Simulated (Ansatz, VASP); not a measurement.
# N: VASP beside Ansatz

```
CELL_PARAMETERS angstrom
15.00000 0.00000 0.00000
0.00000 15.50000 0.00000
0.00000 0.00000 16.00000
ATOMIC_POSITIONS crystal
N 0.50180 0.49905 0.46673
N 0.49820 0.50095 0.53327
```

Alike in both runs: task relaxation of the atoms; functional PBE; dispersion D3(BJ); k mesh 1 × 1 × 1; occupations gaussian, width 0.005 eV; no spin polarisation.

```csv
,VASP,Ansatz
version,VASP 6.6.1,Ansatz 0.2.0
potentials or method,"VASP PAW PBE potentials, release 64 (N), cutoff 520 eV","scalar-relativistic, plane waves, PAW"
valence electrons in the cell,10,10
```

Ansatz gave:

- gap on the k mesh at the Fermi level, each at its own relaxed structure (eV): 8.24

What did VASP give for the same quantities?

gap on the k mesh at the Fermi level, each at its own relaxed structure (eV): 8.07.

Noted on VASP's run: the standard files for N, O and F lose accuracy on very short bonds.
